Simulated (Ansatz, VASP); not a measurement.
One calculation of B2F, two programs

The input INCAR:

```
ALGO = Normal
EDIFF = 1E-6
EDIFFG = -0.01
ENCUT = 600
GGA = PE
IBRION = 2
ISIF = 3
ISMEAR = 0
LASPH = True
LCHARG = False
LREAL = False
LWAVE = False
NELM = 80
NSW = 100
PREC = Accurate
SIGMA = 0.1
```

The input KPOINTS:

```
k-points
0
Gamma
  24 24 10
```

The input POSCAR:

```
B2F
1.0
    2.1836264917      0.0000000000      0.0000000000
   -1.0918132458      1.8910760142      0.0000000000
    0.0000000000      0.0000000000      5.1495577740
B F
2 1
Direct
    0.0000000000      0.0000000000      0.6922135497
    0.0000000000      0.0000000000      0.3077864503
    0.0000000000      0.0000000000      0.0000000000
```

Input for Ansatz:

```yaml
crystal:
  lattice:
    - [2.1836264917, 0.0, 0.0]
    - [-1.0918132458, 1.8910760142, 0.0]
    - [0.0, 0.0, 5.149557774]
  atoms:
    - { symbol: B, position: [0.0, 0.0, 0.6922135497] }
    - { symbol: B, position: [0.0, 0.0, 0.3077864503] }
    - { symbol: F, position: [0.0, 0.0, 0.0] }
basis:
  ecutwfc: 420
kpoints:
  mp_grid: { grid: [24, 24, 10] }
hamiltonian:
  xc: pbe
scf:
  occupations: { method: gaussian, width: 0.1 }
output:
  forces: true
  stress: true
  eigenvalues: true
  write_density: true
  write_potential: true
  elf: true
  volumetric_format: npy
relax:
  adjacent_minimum: "off"
  f_tol: 0.01
  max_steps: 80
  cell: { stress_tol: 0.05 }
```

Alike in both runs: task relaxation of cell and atoms; functional PBE; k mesh 24 × 24 × 10; occupations gaussian, width 0.1 eV; no spin polarisation.

|  | VASP | Ansatz |
| --- | --- | --- |
| version | VASP 6.6.1 | Ansatz 0.2.0 |
| potentials or method | VASP PAW PBE potentials, release 64 (B, F), cutoff 600 eV | scalar-relativistic, plane waves, PAW |
| valence electrons in the cell | 13 | 13 |

|  | VASP | Ansatz | Ansatz less VASP |
| --- | --- | --- | --- |
| gap on the k mesh at the Fermi level, each at its own relaxed structure (eV) | none | none | - |
| relaxed volume (Å³/atom) | 7.09 | 7.11 | +0.015 |
| relaxed cell length with the largest relative difference (Å) | 2.192 | 2.195 | +0.0025 |

A gap of «none» marks a metal or a gap that the smearing closes.
